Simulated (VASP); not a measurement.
A run of VASP 6.6.1 is set up as follows.

The input INCAR:

```
SYSTEM = PmSb
PREC = Accurate
ENCUT = 520
EDIFF = 1E-7
ISMEAR = 0
SIGMA = 0.05
LREAL = .FALSE.
LASPH = .TRUE.
NELM = 150
ALGO = Normal
ISIF = 2
LWAVE = .FALSE.
LCHARG = .FALSE.
ISPIN = 2
MAGMOM = 4 0
LORBIT = 11
LMAXMIX = 6
LDAU = .TRUE.
LDAUTYPE = 2
LDAUL = 3 -1
LDAUU = 6 0
LDAUJ = 0 0
LDAUPRINT = 1
GGA = PE
NBANDS = 21
```

The input KPOINTS:

```
regular mesh
0
G
  4 4 4
  0 0 0
```

File POSCAR:

```
PmSb
1.0
    0.0000000000      3.1700000000      3.1700000000
    3.1700000000      0.0000000000      3.1700000000
    3.1700000000      3.1700000000      0.0000000000
Pm Sb
1 1
Direct
    0.5000000000      0.5000000000      0.5000000000
    0.0000000000      0.0000000000      0.0000000000
```

Potentials or basis: VASP PAW PBE potentials, release 64 (Pm, Sb).

Command:

```sh
$ cat potpaw_PBE.64/Pm/POTCAR potpaw_PBE.64/Sb/POTCAR > POTCAR
$ mpirun -np 1 vasp_std > vasp.out
```

Question: Estimate the site moments.

Answer: Pm +4.28; Sb -0.07 μB.

Question: Estimate the net moment.

Answer: 4.29 μB per cell.

Eigenvalues of the final occupation matrices:
| site | spin | trace | eigenvalues |
| --- | --- | --- | --- |
| site 1 f | 1 | 4.27 | 0.00 0.44 0.44 0.44 0.98 0.98 0.98 |
| site 1 f | 2 | 0.01 | 0.00 0.00 0.00 0.00 0.00 0.00 0.00 |

Caveat: the k points lie up to 0.43 Å⁻¹ apart; the magnetic or orbital state may not be the lowest; spin-orbit coupling is left out, which moves the levels of the heavy elements; the U is typed as a test and isn't derived for this compound. The state reached can hang on the start; a lower one may exist.
